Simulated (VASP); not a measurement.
# LiCl (P6_3/mmc) in VASP: notebook

The runs below take LiCl through single point, with PBE.

Everything below comes from runs of VASP 6.6.1. Logs are shortened: lines on timing, memory, paths and dates and some standing lists are left out, and cuts for length are marked.

### 1 The cell of the first run

Symmetry: P6_3/mmc, No. 194, hexagonal system. The conventional cell has a = 3.600 Å, b = 3.600 Å, c = 6.071 Å, α = 90.00°, β = 90.00°, γ = 120.00°. Li (site symmetry -3m) has 6 Cl at 2.57 Å and 2 Li at 3.04 Å within 3.4 Å. Within 3.4 Å of Cl (site symmetry -6m2) lie 6 Li at 2.57 Å.

### 2 Single point, PBE

INCAR reads:

```
SYSTEM = LiCl
  PREC = Accurate
  ENCUT = 520
  EDIFF = 1E-7
  ISMEAR = 0
  SIGMA = 0.01
  LREAL = .False.
  LASPH = .True.
  NELM = 80
  ALGO = Normal
  ISIF = 2
  LWAVE = .False.
  LCHARG = .False.
  GGA = PE
  NBANDS = 18
```

KPOINTS reads:

```
regular mesh
0
Gamma
  6 6 4
  0 0 0
```

POSCAR reads:

```
LiCl
1.0
    3.6004987342      0.0000000000      0.0000000000
   -1.8002493671      3.1181233701      0.0000000000
    0.0000000000      0.0000000000      6.0707120017
Li Cl
2 2
Direct
    0.0000000000      0.0000000000      0.0000000000
    0.0000000000      0.0000000000      0.5000000000
    0.3333333333      0.6666666667      0.2500000000
    0.6666666667      0.3333333333      0.7500000000
```

Potentials or basis: VASP PAW PBE potentials, release 64 (Li_sv, Cl).

Started as:

```console
$ cat potpaw_PBE.64/Li_sv/POTCAR potpaw_PBE.64/Cl/POTCAR > POTCAR
$ mpirun -np 1 vasp_std > vasp.out
```

OUTCAR:

```text
SYSTEM = LiCl
   PREC = Accurate
   ENCUT = 520
   EDIFF = 1E-7
   ISMEAR = 0
   LREAL = .False.
   LASPH = .True.
   NELM = 80
   ISIF = 2
   GGA = PE

 ion  position               nearest neighbor table
   1  0.000  0.000  0.000-   3 2.57   4 2.57   3 2.57   4 2.57   4 2.57   3 2.57
   2  0.000  0.000  0.500-   3 2.57   4 2.57   3 2.57   4 2.57   4 2.57   3 2.57
   3  0.333  0.667  0.250-   1 2.57   2 2.57   1 2.57   2 2.57   1 2.57   2 2.57
   4  0.667  0.333  0.750-   1 2.57   2 2.57   1 2.57   2 2.57   1 2.57   2 2.57

  LATTYP: Found a hexagonal cell.
 ALAT       =     3.6004987342
 C/A-ratio  =     1.6860753051

  Lattice vectors:

 A1 = (   3.6004987342,   0.0000000000,   0.0000000000)
 A2 = (  -1.8002493671,   3.1181233701,   0.0000000000)
 A3 = (   0.0000000000,   0.0000000000,   6.0707120017)

Analysis of symmetry for initial positions (statically):
=====================================================================
 Subroutine PRICEL returns:
 Original cell was already a primitive cell.

 Routine SETGRP: Setting up the symmetry group for a
 hexagonal supercell.

 Subroutine GETGRP returns: Found 24 space group operations
 (whereof 12 operations were pure point group operations)
 out of a pool of 24 trial point group operations.

The static configuration has the point symmetry D_3d.
 The point group associated with its full space group is D_6h.

Analysis of symmetry for dynamics (positions and initial velocities):
=====================================================================
 Subroutine PRICEL returns:
 Original cell was already a primitive cell.

 Routine SETGRP: Setting up the symmetry group for a
 hexagonal supercell.

 Subroutine GETGRP returns: Found 24 space group operations
 (whereof 12 operations were pure point group operations)
 out of a pool of 24 trial point group operations.

The dynamic configuration has the point symmetry D_3d.
 The point group associated with its full space group is D_6h.

 Subroutine INISYM returns: Found 24 space group operations
 (whereof 12 operations are pure point group operations),
 and found     1 'primitive' translations

----------------------------------------------------------------------------------------

                                     Primitive cell

  volume of cell :      68.1547

  direct lattice vectors                    reciprocal lattice vectors
     3.600498734  0.000000000  0.000000000     0.277739301  0.160352860  0.000000000
    -1.800249367  3.118123370  0.000000000     0.000000000  0.320705720  0.000000000
     0.000000000  0.000000000  6.070712002     0.000000000  0.000000000  0.164725324

  length of vectors
     3.600498734  3.600498734  6.070712002     0.320705720  0.320705720  0.164725324

  position of ions in fractional coordinates (direct lattice)
     0.000000000  0.000000000  0.000000000
     0.000000000  0.000000000  0.500000000
     0.333333333  0.666666667  0.250000000
     0.666666667  0.333333333  0.750000000

  ion indices of the primitive-cell ions
   primitive index   ion index
                 1           1
                 2           2
                 3           3
                 4           4

----------------------------------------------------------------------------------------

 KPOINTS: regular mesh

Automatic generation of k-mesh.
 Grid dimensions read from file:
 generate k-points for:    6    6    4

 Generating k-lattice:

  Cartesian coordinates                     Fractional coordinates (reciprocal lattice)
     0.046289883  0.026725477  0.000000000     0.166666667 -0.000000000  0.000000000
     0.000000000  0.053450953  0.000000000     0.000000000  0.166666667  0.000000000
     0.000000000  0.000000000  0.041181331     0.000000000  0.000000000  0.250000000

  Length of vectors
     0.053450953  0.053450953  0.041181331

  Shift w.r.t. Gamma in fractional coordinates (k-lattice)
     0.000000000  0.000000000  0.000000000

 Subroutine IBZKPT returns following result:
 ===========================================

 Found     21 irreducible k-points:

 Following reciprocal coordinates:
            Coordinates               Weight
  0.000000  0.000000  0.000000      1.000000
  0.166667  0.000000  0.000000      6.000000
  0.333333  0.000000  0.000000      6.000000
  0.500000  0.000000  0.000000      3.000000
  0.166667  0.166667  0.000000      6.000000
  0.333333  0.166667  0.000000     12.000000
[... 13 lines left out ...]
  0.333333  0.166667  0.500000     12.000000
  0.333333  0.333333  0.500000      2.000000
   k-points           NKPTS =     21   k-points in BZ     NKDIM =     21   number of bands    NBANDS=     18
   number of dos      NEDOS =    301   number of ions     NIONS =      4
   total plane-waves  NPLWV =  37632
   dimension x,y,z NGX =    28 NGY =   28 NGZ =   48
   dimension x,y,z NGXF=    56 NGYF=   56 NGZF=   96
   ions per type =               2   2
   NGX,Y,Z   is equivalent  to a cutoff of  12.93, 12.93, 13.14 a.u.
   NGXF,Y,Z  is equivalent  to a cutoff of  25.86, 25.86, 26.29 a.u.
 SYSTEM =  LiCl
   PREC   = accura    normal or accurate (medium, high low for compatibility)
   ISTART =      0    job   : 0-new  1-cont  2-samecut
   ICHARG =      2    charge: 1-file 2-atom 10-const
   ISPIN  =      1    spin polarized calculation?
   LNONCOLLINEAR =      F non collinear calculations
   LSORBIT =      F    spin-orbit coupling
   LASPH  =      T    aspherical Exc in radial PAW
   ENCUT  =  520.0 eV  38.22 Ry    6.18 a.u.   6.69  6.69 11.29*2*pi/ulx,y,z
   NELM   =     80;   NELMIN=  2; NELMDL= -5     # of ELM steps
   EDIFF  = 0.1E-06   stopping-criterion for ELM
   LREAL  =      F    real-space projection
   EDIFFG = 0.1E-05   stopping-criterion for IOM
   NSW    =      0    number of steps for IOM
   IBRION =     -1    ionic relax: 0-MD 1-quasi-New 2-CG
   NFREE  =      0    steps in history (QN), initial steepest desc. (CG)
   ISIF   =      2    stress and relaxation
   ISYM   =      2    0-nonsym 1-usesym 2-fastsym
   POTIM  = 0.5000    time-step for ionic-motion
   TEBEG  =    0.0;   TEEND  =   0.0 temperature during run
   PSTRESS=    0.0 pullay stress
   NELECT =      20.0000    total number of electrons
   NUPDOWN=      -1.0000    fix difference up-down
   EMIN   =  10.00;   EMAX   =-10.00  energy-range for DOS
   EFERMI =   0.00;   METHOD = LEGACY
   ISMEAR =     0;   SIGMA  =   0.01  broadening in eV -4-tet -1-fermi 0-gaus
   EFERMI_NEDOS =   21; number of points for ismear=-14 and -15
   IALGO  =     38    algorithm
   IMIX   =      4    mixing-type and parameters
     AMIX     =   0.40;   BMIX     =  1.00
     AMIX_MAG =   1.60;   BMIX_MAG =  1.00
  volume/ion in A,a.u.               =      17.04       114.98
  Fermi-wavevector in a.u.,A,eV,Ry     =   1.087893  2.055820 16.102656  1.183512
  Thomas-Fermi vector in A             =   2.224063
   LORBIT       =      0    0 simple, 1 ext, 2 COOP (PROOUT), +10 PAW based schemes
   GGA     = PE    functional components
   LHFCALC =     F    Hartree Fock is set to
   AEXX    =    0.0000 exact exchange contribution
   IVDW    =     0    specifies the selected vdW correction
   LEPSILON=     F    determine dielectric tensor
   LRPA    =     F    only Hartree local field effects (RPA)
 non-spin polarized calculation
 Gauss-broadening in eV      SIGMA  =   0.01
  energy-cutoff  :      520.00
  volume of cell :       68.15
 maximum number of plane-waves:      1860
 NGX is ok and might be reduce to    28
   NGX = 13   NGY = 13   NGZ = 23

 number of electron      19.9999991 magnetization

 Free energy of the ion-electron system (eV)
  ---------------------------------------------------
  ext. energy  EPLUGINS =         0.00000000
  ---------------------------------------------------
  free energy    TOTEN  =       -14.71204169 eV

  energy without entropy =      -14.71204169  energy(sigma->0) =      -14.71204169

 E-fermi :   0.6716     XC(G=0):  -8.6841

 val. band max:        0.5463030491   @ k =   0.0000   0.0000   0.0000
 cond. band min:       6.7841714108   @ k =   0.0000   0.0000   0.0000
 fundamental gap:      6.2378683617
 Fermi energy:         0.6715721721

 k-point     1 :       0.0000    0.0000    0.0000
  band No.  band energies     occupation
      1     -43.0671      2.00000
      2     -43.0601      2.00000
      3     -12.8666      2.00000
      4     -12.3678      2.00000
      5      -2.2967      2.00000
      6       0.3450      2.00000
[... 10 lines left out ...]
     17      13.0239      0.00000
     18      13.1404      0.00000

 k-point     2 :       0.1667    0.0000    0.0000
  band No.  band energies     occupation
      1     -43.0666      2.00000
      2     -43.0597      2.00000
      3     -12.7466      2.00000
      4     -12.2851      2.00000
      5      -2.1233      2.00000
      6      -0.4863      2.00000
[... 10 lines left out ...]
     17      11.6108      0.00000
     18      12.4969      0.00000

 k-point     3 :       0.3333    0.0000    0.0000
  band No.  band energies     occupation
      1     -43.0656      2.00000
      2     -43.0587      2.00000
      3     -12.4694      2.00000
      4     -12.1305      2.00000
      5      -1.6657      2.00000
      6      -1.6502      2.00000
[... 10 lines left out ...]
     17      11.7887      0.00000
     18      13.2709      0.00000

 k-point     4 :       0.5000    0.0000    0.0000
  band No.  band energies     occupation
      1     -43.0651      2.00000
      2     -43.0583      2.00000
      3     -12.2940      2.00000
      4     -12.0753      2.00000
      5      -2.0791      2.00000
      6      -1.9140      2.00000
[... 312 lines left out ...]
      4     -12.3624      2.00000
      5      -1.5125      2.00000
      6      -1.5125      2.00000
[... 10 lines left out ...]
     17      12.2470      0.00000
     18      12.2470      0.00000

 k-point    20 :       0.3333    0.1667    0.5000
  band No.  band energies     occupation
      1     -43.0617      2.00000
      2     -43.0617      2.00000
      3     -12.1862      2.00000
      4     -12.1862      2.00000
      5      -2.0445      2.00000
      6      -2.0445      2.00000
[... 10 lines left out ...]
     17      12.4119      0.00000
     18      12.4119      0.00000

 k-point    21 :       0.3333    0.3333    0.5000
  band No.  band energies     occupation
      1     -43.0615      2.00000
      2     -43.0615      2.00000
      3     -12.1254      2.00000
      4     -12.1254      2.00000
      5      -1.8683      2.00000
      6      -1.8683      2.00000
[... 10 lines left out ...]
     17      11.9970      0.00000
     18      11.9970      0.00000

------------------------ aborting loop because EDIFF is reached ----------------------------------------

  FORCE on cell =-STRESS in cart. coord.  units (eV):
  Direction    XX          YY          ZZ          XY          YZ          ZX
  --------------------------------------------------------------------------------------
  -------------------------------------------------------------------------------------
  Total       -0.0383664     -0.0383664     -0.0343579      0.0000000      0.0000000      0.0000000
  in kB       -0.9019153     -0.9019153     -0.8076845      0.0000000      0.0000000      0.0000000
  external PRESSURE =      -0.8705051 kB  Pullay stress =       0.0000000 kB

 VOLUME and BASIS-vectors are now :
 -----------------------------------------------------------------------------
  energy-cutoff  :      520.00
  volume of cell :       68.15
      direct lattice vectors                 reciprocal lattice vectors
     3.600498734  0.000000000  0.000000000     0.277739301  0.160352860  0.000000000
    -1.800249367  3.118123370  0.000000000     0.000000000  0.320705720  0.000000000
     0.000000000  0.000000000  6.070712002     0.000000000  0.000000000  0.164725324

 POSITION                                       TOTAL-FORCE (eV/Angst)
 -----------------------------------------------------------------------------------
      0.00000      0.00000      0.00000        -0.000000      0.000000     -0.000000
      0.00000      0.00000      3.03536        -0.000000      0.000000     -0.000000
     -0.00000      2.07875      1.51768         0.000000      0.000000     -0.000000
      1.80025      1.03937      4.55303        -0.000000      0.000000      0.000000
 -----------------------------------------------------------------------------------
    total drift:                                0.000000     -0.000000     -0.000000

  FREE ENERGIE OF THE ION-ELECTRON SYSTEM (eV)
  ---------------------------------------------------
  free  energy   TOTEN  =       -14.7120416927 eV

  energy  without entropy=      -14.7120416927  energy(sigma->0) =      -14.71204169
```

Wall time 17 s (1 thread of Intel Xeon Platinum 8559C (Emerald Rapids), shared host); peak memory 0.17 GiB.

Results:

```
Free energy            : -14.7120 eV
Band gap on the k mesh : 6.24 eV, direct
```

Caveat: the cutoff is under 1.25 times the usual one of these potentials, so pressure, stress and relaxed cells hold a basis-set (Pulay) error. A k mesh can miss the band edges.

[end of part 1 of 2]
